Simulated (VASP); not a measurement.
# C (P1) in VASP: single point with PBE

Aim: the single point of C with PBE.

All numbers are computed with VASP 6.6.1; they aren't measurements. Logs are shortened: lines on timing, memory, paths and dates and some standing lists are left out, and cuts for length are marked.

## (1) The cell of the first run

The typed cell holds 8 atoms: a = 3.567 Å, b = 3.567 Å, c = 3.567 Å, α = 90.00°, β = 90.00°, γ = 90.00°.

## (2) Single point, PBE

Input file INCAR:

```
SYSTEM = C
ALGO = Normal ; EDIFF = 1E-6
ENCUT = 600 ; GGA = PE
GGA_COMPAT = .FALSE. ; ISIF = 2
ISMEAR = 0 ; ISYM = 0
LASPH = .TRUE. ; LCHARG = .FALSE.
LREAL = .FALSE. ; LWAVE = .FALSE.
NBANDS = 26 ; NELM = 120
PREC = Accurate ; SIGMA = 0.01
```

Input file KPOINTS:

```
Automatic mesh
0
Gamma
  1 1 1
  0.5 0.5 0.5
```

Input file POSCAR:

```
C
1.0
    3.5670000000      0.0000000000      0.0000000000
    0.0000000000      3.5670000000      0.0000000000
    0.0000000000      0.0000000000      3.5670000000
C
8
Direct
    0.0022427800      0.0013456700      0.0010092500
    0.2500000000      0.2500000000      0.2500000000
    0.0000000000      0.5000000000      0.5000000000
    0.2500000000      0.7500000000      0.7500000000
    0.5000000000      0.0000000000      0.5000000000
    0.7500000000      0.2500000000      0.7500000000
    0.5000000000      0.5000000000      0.0000000000
    0.7500000000      0.7500000000      0.2500000000
```

Potentials or basis: VASP PAW PBE potentials, release 64 (C).

On the command line:

```bash
$ cat potpaw_PBE.64/C/POTCAR > POTCAR
$ mpirun -np 1 vasp_std > vasp.out
```

OUTCAR:

```text
SYSTEM = C
   EDIFF = 1E-6
   ENCUT = 600
   GGA = PE
   ISIF = 2
   ISMEAR = 0
   ISYM = 0
   LASPH = .TRUE.
   LREAL = .FALSE.
   NELM = 120
   PREC = Accurate

 ion  position               nearest neighbor table
   1  0.002  0.001  0.001-   2 1.54   4 1.54   6 1.55   8 1.55
   2  0.250  0.250  0.250-   1 1.54   3 1.54   5 1.54   7 1.54
   3  0.000  0.500  0.500-   2 1.54   4 1.54   6 1.54   8 1.54
   4  0.250  0.750  0.750-   3 1.54   5 1.54   7 1.54   1 1.54
   5  0.500  0.000  0.500-   2 1.54   4 1.54   6 1.54   8 1.54
   6  0.750  0.250  0.750-   3 1.54   5 1.54   7 1.54   1 1.55
   7  0.500  0.500  0.000-   2 1.54   4 1.54   6 1.54   8 1.54
   8  0.750  0.750  0.250-   3 1.54   5 1.54   7 1.54   1 1.55

IMPORTANT INFORMATION: All symmetrisations will be switched off!
NOSYMM: (Re-)initialisation of all symmetry stuff for point group C_1.

----------------------------------------------------------------------------------------

                                     Primitive cell

  volume of cell :      45.3847

  direct lattice vectors                    reciprocal lattice vectors
     3.567000000  0.000000000  0.000000000     0.280347631  0.000000000  0.000000000
     0.000000000  3.567000000  0.000000000     0.000000000  0.280347631  0.000000000
     0.000000000  0.000000000  3.567000000     0.000000000  0.000000000  0.280347631

  length of vectors
     3.567000000  3.567000000  3.567000000     0.280347631  0.280347631  0.280347631

  position of ions in fractional coordinates (direct lattice)
     0.002242780  0.001345670  0.001009250
     0.250000000  0.250000000  0.250000000
     0.000000000  0.500000000  0.500000000
     0.250000000  0.750000000  0.750000000
     0.500000000  0.000000000  0.500000000
     0.750000000  0.250000000  0.750000000
     0.500000000  0.500000000  0.000000000
     0.750000000  0.750000000  0.250000000

  ion indices of the primitive-cell ions
   primitive index   ion index
                 1           1
                 2           2
                 3           3
                 4           4
                 5           5
                 6           6
                 7           7
                 8           8

----------------------------------------------------------------------------------------

 KPOINTS: Automatic mesh

Automatic generation of k-mesh.
 Grid dimensions read from file:
 generate k-points for:    1    1    1

 Generating k-lattice:

  Cartesian coordinates                     Fractional coordinates (reciprocal lattice)
     0.280347631  0.000000000  0.000000000     1.000000000  0.000000000  0.000000000
     0.000000000  0.280347631  0.000000000     0.000000000  1.000000000  0.000000000
     0.000000000  0.000000000  0.280347631     0.000000000  0.000000000  1.000000000

  Length of vectors
     0.280347631  0.280347631  0.280347631

  Shift w.r.t. Gamma in fractional coordinates (k-lattice)
     0.500000000  0.500000000  0.500000000

 Subroutine IBZKPT returns following result:
 ===========================================

 Found      1 irreducible k-points:

 Following reciprocal coordinates:
            Coordinates               Weight
  0.500000  0.500000  0.500000      1.000000
   k-points           NKPTS =      1   k-points in BZ     NKDIM =      1   number of bands    NBANDS=     26
   number of dos      NEDOS =    301   number of ions     NIONS =      8
   total plane-waves  NPLWV =  21952
   dimension x,y,z NGX =    28 NGY =   28 NGZ =   28
   dimension x,y,z NGXF=    56 NGYF=   56 NGZF=   56
   ions per type =               8
   NGX,Y,Z   is equivalent  to a cutoff of  13.05, 13.05, 13.05 a.u.
   NGXF,Y,Z  is equivalent  to a cutoff of  26.10, 26.10, 26.10 a.u.
 SYSTEM =  C
   PREC   = accura    normal or accurate (medium, high low for compatibility)
   ISTART =      0    job   : 0-new  1-cont  2-samecut
   ICHARG =      2    charge: 1-file 2-atom 10-const
   ISPIN  =      1    spin polarized calculation?
   LNONCOLLINEAR =      F non collinear calculations
   LSORBIT =      F    spin-orbit coupling
   LASPH  =      T    aspherical Exc in radial PAW
   ENCUT  =  600.0 eV  44.10 Ry    6.64 a.u.   7.12  7.12  7.12*2*pi/ulx,y,z
   NELM   =    120;   NELMIN=  2; NELMDL= -5     # of ELM steps
   EDIFF  = 0.1E-05   stopping-criterion for ELM
   LREAL  =      F    real-space projection
   EDIFFG = 0.1E-04   stopping-criterion for IOM
   NSW    =      0    number of steps for IOM
   IBRION =     -1    ionic relax: 0-MD 1-quasi-New 2-CG
   NFREE  =      0    steps in history (QN), initial steepest desc. (CG)
   ISIF   =      2    stress and relaxation
   ISYM   =      0    0-nonsym 1-usesym 2-fastsym
   POTIM  = 0.5000    time-step for ionic-motion
   TEBEG  =    0.0;   TEEND  =   0.0 temperature during run
   PSTRESS=    0.0 pullay stress
   NELECT =      32.0000    total number of electrons
   NUPDOWN=      -1.0000    fix difference up-down
   EMIN   =  10.00;   EMAX   =-10.00  energy-range for DOS
   EFERMI =   0.00;   METHOD = LEGACY
   ISMEAR =     0;   SIGMA  =   0.01  broadening in eV -4-tet -1-fermi 0-gaus
   EFERMI_NEDOS =   21; number of points for ismear=-14 and -15
   IALGO  =     38    algorithm
   IMIX   =      4    mixing-type and parameters
     AMIX     =   0.40;   BMIX     =  1.00
     AMIX_MAG =   1.60;   BMIX_MAG =  1.00
  volume/ion in A,a.u.               =       5.67        38.28
  Fermi-wavevector in a.u.,A,eV,Ry     =   1.457097  2.753514 28.886949  2.123131
  Thomas-Fermi vector in A             =   2.573938
   LORBIT       =      0    0 simple, 1 ext, 2 COOP (PROOUT), +10 PAW based schemes
   GGA     = PE    functional components
   LHFCALC =     F    Hartree Fock is set to
   AEXX    =    0.0000 exact exchange contribution
   IVDW    =     0    specifies the selected vdW correction
   LEPSILON=     F    determine dielectric tensor
   LRPA    =     F    only Hartree local field effects (RPA)
 non-spin polarized calculation
 Gauss-broadening in eV      SIGMA  =   0.01
  energy-cutoff  :      600.00
  volume of cell :       45.38
 maximum number of plane-waves:      1568
 NGX is ok and might be reduce to    28
   NGX = 15   NGY = 15   NGZ = 15

 number of electron      31.9999996 magnetization

 Free energy of the ion-electron system (eV)
  ---------------------------------------------------
  ext. energy  EPLUGINS =         0.00000000
  ---------------------------------------------------
  free energy    TOTEN  =       -62.87614249 eV

  energy without entropy =      -62.87614249  energy(sigma->0) =      -62.87614249

 E-fermi :   7.3729     XC(G=0): -13.1437

 val. band max:        7.2838485816   @ k =   0.5000   0.5000   0.5000
 cond. band min:      18.3433988246   @ k =   0.5000   0.5000   0.5000
 fundamental gap:     11.0595502429
 Fermi energy:         7.3729069129

 k-point     1 :       0.5000    0.5000    0.5000
  band No.  band energies     occupation
      1      -5.7586      2.00000
      2      -5.7324      2.00000
      3      -5.7252      2.00000
      4      -5.7164      2.00000
      5      -3.4747      2.00000
      6      -3.4545      2.00000
      7      -3.4543      2.00000
      8      -3.4333      2.00000
      9       7.1626      2.00000
     10       7.2206      2.00000
     11       7.2273      2.00000
     12       7.2289      2.00000
     13       7.2318      2.00000
     14       7.2340      2.00000
     15       7.2615      2.00000
     16       7.2838      2.00000
     17      18.3434      0.00000
     18      18.3562      0.00000
     19      18.4209      0.00000
     20      18.4210      0.00000
     21      18.4216      0.00000
     22      18.4333      0.00000
     23      18.4601      0.00000
     24      18.4986      0.00000
     25      18.8317      0.00000
     26      18.8360      0.00000

------------------------ aborting loop because EDIFF is reached ----------------------------------------

  FORCE on cell =-STRESS in cart. coord.  units (eV):
  Direction    XX          YY          ZZ          XY          YZ          ZX
  --------------------------------------------------------------------------------------
  -------------------------------------------------------------------------------------
  Total        5.7822943      5.7831995      5.7834197      0.0461753      0.0991230      0.0604789
  in kB      204.1274676    204.1594215    204.1671969      1.6300880      3.4992565      2.1350349
  external PRESSURE =     204.1513620 kB  Pullay stress =       0.0000000 kB

 VOLUME and BASIS-vectors are now :
 -----------------------------------------------------------------------------
  energy-cutoff  :      600.00
  volume of cell :       45.38
      direct lattice vectors                 reciprocal lattice vectors
     3.567000000  0.000000000  0.000000000     0.280347631  0.000000000  0.000000000
     0.000000000  3.567000000  0.000000000     0.000000000  0.280347631  0.000000000
     0.000000000  0.000000000  3.567000000     0.000000000  0.000000000  0.280347631

 POSITION                                       TOTAL-FORCE (eV/Angst)
 -----------------------------------------------------------------------------------
      0.00800      0.00480      0.00360        -0.415434     -0.250792     -0.189476
      0.89175      0.89175      0.89175         0.129079      0.089980      0.075356
      0.00000      1.78350      1.78350        -0.081053      0.014204      0.010473
      0.89175      2.67525      2.67525         0.097222      0.059521      0.044929
      1.78350      0.00000      1.78350         0.023964     -0.048574      0.010485
      2.67525      0.89175      2.67525         0.109233      0.047434      0.055601
      1.78350      1.78350      0.00000         0.023951      0.014202     -0.036375
      2.67525      2.67525      0.89175         0.113039      0.074025      0.029006
 -----------------------------------------------------------------------------------
    total drift:                                0.000049      0.000019     -0.000034

  FREE ENERGIE OF THE ION-ELECTRON SYSTEM (eV)
  ---------------------------------------------------
  free  energy   TOTEN  =       -62.8761424937 eV

  energy  without entropy=      -62.8761424937  energy(sigma->0) =      -62.87614249
```

Run time: 4.1 s. Hardware: 1 thread of Intel Xeon Platinum 8559C (Emerald Rapids), shared host; peak memory 0.14 GiB.

Results:

```yaml
Free_energy: -62.8761 eV
Pressure: 20.4 GPa
Largest_force: 0.521 eV/Å
Band_gap_on_the_k_mesh: 11.06 eV
```

Forces in eV/Å, atoms in the order of the input:
```
C   -0.415 -0.251 -0.189
C    0.129  0.090  0.075
C   -0.081  0.014  0.010
C    0.097  0.060  0.045
C    0.024 -0.049  0.010
C    0.109  0.047  0.056
C    0.024  0.014 -0.036
C    0.113  0.074  0.029
```

Levels at points of the mesh, in eV from the valence-band top:
```tsv
k point	band 12	band 13	band 14	band 15	band 16	band 17	band 18	band 19	band 20	band 21
(0.50, 0.50, 0.50)	-0.05	-0.05	-0.05	-0.02	0.00	11.06	11.07	11.14	11.14	11.14
```

Caveat: the k points lie up to 1.76 Å⁻¹ apart. A k mesh can miss the band edges.
